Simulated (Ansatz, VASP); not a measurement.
## Cu3O in VASP and in Ansatz

INCAR

```
SYSTEM = Cu3O
ALGO     = Normal         ! electronic algorithm
EDIFF    = 1E-6           ! SCF threshold, eV
EDIFFG   = -0.01          ! ionic threshold
ENCUT    = 600            ! plane-wave cutoff, eV
GGA      = PE             ! functional
IBRION   = 2              ! ionic algorithm
ISIF     = 3              ! what is computed and relaxed
ISMEAR   = 0              ! smearing method
LASPH    = .True.         ! aspherical terms in the spheres
LCHARG   = .False.        ! write CHGCAR
LREAL    = .False.        ! projectors in reciprocal space
LWAVE    = .False.        ! write WAVECAR
NELM     = 80             ! most SCF steps
NSW      = 100            ! ionic steps
PREC     = Accurate       ! precision mode
SIGMA    = 0.1            ! smearing width, eV
```

KPOINTS

```
k-points
0
Gamma
  12 12 12
  0 0 0
```

POSCAR

```
Cu3O
1.0
    3.9698557517      0.0000000000      0.0000000000
    0.0000000000      3.9698557517      0.0000000000
    0.0000000000      0.0000000000      3.9698557517
Cu O
3 1
Direct
    0.5000000000      0.0000000000      0.0000000000
    0.0000000000      0.5000000000      0.0000000000
    0.0000000000      0.0000000000      0.5000000000
    0.0000000000      0.0000000000      0.0000000000
```

Input for Ansatz:

```yaml
crystal:
  lattice:
    - [3.9698557517, 0.0, 0.0]
    - [0.0, 3.9698557517, 0.0]
    - [0.0, 0.0, 3.9698557517]
  atoms:
    - { symbol: Cu, position: [0.5, 0.0, 0.0] }
    - { symbol: Cu, position: [0.0, 0.5, 0.0] }
    - { symbol: Cu, position: [0.0, 0.0, 0.5] }
    - { symbol: O, position: [0.0, 0.0, 0.0] }
basis:
  ecutwfc: 420
kpoints:
  mp_grid: { grid: [12, 12, 12] }
hamiltonian:
  xc: pbe
scf:
  occupations: { method: gaussian, width: 0.1 }
output:
  forces: true
  stress: true
  eigenvalues: true
  write_density: true
  write_potential: true
  elf: true
  volumetric_format: npy
relax:
  adjacent_minimum: "off"
  f_tol: 0.01
  max_steps: 80
  cell: { stress_tol: 0.05 }
```

Change from the starting cell: species swapped into the Cu3N type (Pm-3m, No. 221).

Alike in both runs: task relaxation of cell and atoms; functional PBE; k mesh 12 × 12 × 12; occupations gaussian, width 0.1 eV; no spin polarisation.

|  | VASP | Ansatz |
| --- | --- | --- |
| version | VASP 6.6.1 | Ansatz 0.2.0 |
| potentials or method | VASP PAW PBE potentials, release 64 (Cu, O), cutoff 600 eV | scalar-relativistic, plane waves, PAW |
| valence electrons in the cell | 39 | 63 |

|  | VASP | Ansatz | Ansatz less VASP |
| --- | --- | --- | --- |
| gap on the k mesh at the Fermi level, each at its own relaxed structure (eV) | none | none | - |
| relaxed volume (Å³/atom) | 15.88 | 15.78 | -0.105 |
| relaxed cell length with the largest relative difference (Å) | 3.990 | 3.981 | -0.0088 |

A gap of «none» marks a metal or a gap that the smearing closes. VASP's potentials hold 39 valence electrons a cell and Ansatz's 63, so a difference there can come from the potentials and not from the codes.
